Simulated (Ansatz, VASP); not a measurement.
Si3N4 in VASP and in Ansatz

File INCAR:

```
PREC = Accurate
ENCUT = 520
EDIFF = 1E-8
ISMEAR = -1
SIGMA = 0.02
LREAL = False
LASPH = True
NELM = 60
ALGO = Normal
ISIF = 2
LWAVE = False
LCHARG = False
GGA = PE
LEFG = True
NBANDS = 45
```

The input KPOINTS:

```
Automatic mesh
0
Gamma
  6 6 6
```

File POSCAR:

```
Si3N4
1.0
   -3.2373500000      3.2373500000      3.2373500000
    3.2373500000     -3.2373500000      3.2373500000
    3.2373500000      3.2373500000     -3.2373500000
Si N
6 8
Direct
    0.2500000000      0.1250000000      0.8750000000
    0.8750000000      0.2500000000      0.1250000000
    0.7500000000      0.3750000000      0.6250000000
    0.6250000000      0.7500000000      0.3750000000
    0.1250000000      0.8750000000      0.2500000000
    0.3750000000      0.6250000000      0.7500000000
    0.5628000000      0.5628000000      0.5628000000
    0.4372000000      0.5000000000      0.0000000000
    0.5000000000      0.0000000000      0.9372000000
    0.0000000000      0.4372000000      0.5000000000
    0.9372000000      0.5000000000      0.0000000000
    0.0628000000      0.0628000000      0.0628000000
    0.0000000000      0.9372000000      0.5000000000
    0.5000000000      0.0000000000      0.4372000000
```

Input for Ansatz:

```yaml
crystal:
  lattice:
    - [-3.23735, 3.23735, 3.23735]
    - [3.23735, -3.23735, 3.23735]
    - [3.23735, 3.23735, -3.23735]
  atoms:
    - { symbol: Si, position: [0.25, 0.125, 0.875] }
    - { symbol: Si, position: [0.875, 0.25, 0.125] }
    - { symbol: Si, position: [0.75, 0.375, 0.625] }
    - { symbol: Si, position: [0.625, 0.75, 0.375] }
    - { symbol: Si, position: [0.125, 0.875, 0.25] }
    - { symbol: Si, position: [0.375, 0.625, 0.75] }
    - { symbol: "N", position: [0.5628, 0.5628, 0.5628] }
    - { symbol: "N", position: [0.4372, 0.5, 0.0] }
    - { symbol: "N", position: [0.5, 0.0, 0.9372] }
    - { symbol: "N", position: [0.0, 0.4372, 0.5] }
    - { symbol: "N", position: [0.9372, 0.5, 0.0] }
    - { symbol: "N", position: [0.0628, 0.0628, 0.0628] }
    - { symbol: "N", position: [0.0, 0.9372, 0.5] }
    - { symbol: "N", position: [0.5, 0.0, 0.4372] }
kpoints:
  mp_grid: { grid: [6, 6, 6] }
scf:
  occupations: { method: fermi_dirac, width: 0.02 }
hamiltonian:
  xc: pbe
  pseudopotentials: { kind: paw, frozen_core: stored }
output:
  forces: true
  stress: true
  populations: true
  efg: { quadrupole_moments_barn: { "N": 0.02044 } }
  write_density: true
  write_potential: true
  elf: true
  volumetric_format: npy
```

Alike in both runs: task electric field gradients; functional PBE; k mesh 6 × 6 × 6; occupations fermi-dirac, width 0.02 eV; no spin polarisation.

|  | VASP | Ansatz |
| --- | --- | --- |
| version | VASP 6.6.1 | Ansatz 0.2.0 |
| potentials or method | VASP PAW PBE potentials, release 64 (Si, N) | plane-wave PAW, scalar-relativistic |
| plane-wave cutoff (eV) | 520 | 420 |
| valence electrons in the cell | 64 | 64 |

```csv
,VASP,Ansatz,Ansatz less VASP
gap on the k mesh at the Fermi level (eV),4.07,4.07,+0.005
pressure (GPa),1.6,1.9,+0.29
rms of the force components (eV/Å),0.007,0.009,+0.0023
size of Vzz on the site where it differs most (V/Å²),55.3,59.8,+4.57
```

Atom by atom the forces differ by 0.002 eV/Å (rms over components).
